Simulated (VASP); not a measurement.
Wanted: the native input for a VASP 6.6.1 run.

- Task: single point
- Functional: PBEsol
- Potentials or basis: VASP PAW PBE potentials, release 64 (Ni)
- Cutoff: 520 eV
- k mesh: 17 × 17 × 16
- Occupations: fermi-dirac, width 0.1 eV
- Spin: no spin polarisation
- Dipole correction: no
- Further INCAR settings: ALGO = Normal; EDIFF = 1e-07; NBANDS = 17

The structure of Ni lies in POSCAR:

```
Ni
1.0
   -2.9752820344      2.9756751964      1.2286685719
    2.9756751964     -2.9752820344      1.2286685719
    1.5494452665      1.5494452665     -1.2279484950
Ni
2
Direct
    0.0000237669      0.9999762331      1.0000000000
    0.7499762331      0.2500237669      0.5000000000
```

The input as run:

INCAR

```
SYSTEM = Ni
ALGO = Normal ; EDIFF = 1E-7
ENCUT = 520 ; GGA = PS
ISIF = 2 ; ISMEAR = -1
LASPH = .TRUE. ; LCHARG = .FALSE.
LREAL = .FALSE. ; LWAVE = .FALSE.
NBANDS = 17 ; NELM = 60
PREC = Accurate ; SIGMA = 0.1
```

KPOINTS

```
k-points
0
G
  17 17 16
  0 0 0
```

Potentials or basis: VASP PAW PBE potentials, release 64 (Ni).

Command:

```bash
$ cat potpaw_PBE.64/Ni/POTCAR > POTCAR
$ mpirun -np 1 vasp_std > vasp.out
```

It gave:

The pressure is -14.1 GPa and the band gap on the k mesh is zero (bands 10 and 11 overlap by 0.68 eV).

Caveat: the cell stands under tension; the PAW data sets were made with another functional, which shifts forces and pressure a little; the run has no spin polarisation, though such a crystal can be magnetic.

Run time: 4.9 min on 1 thread of Intel(R) Xeon(R) 6975P-C (Granite Rapids), on a shared host, peak memory 0.49 GiB.
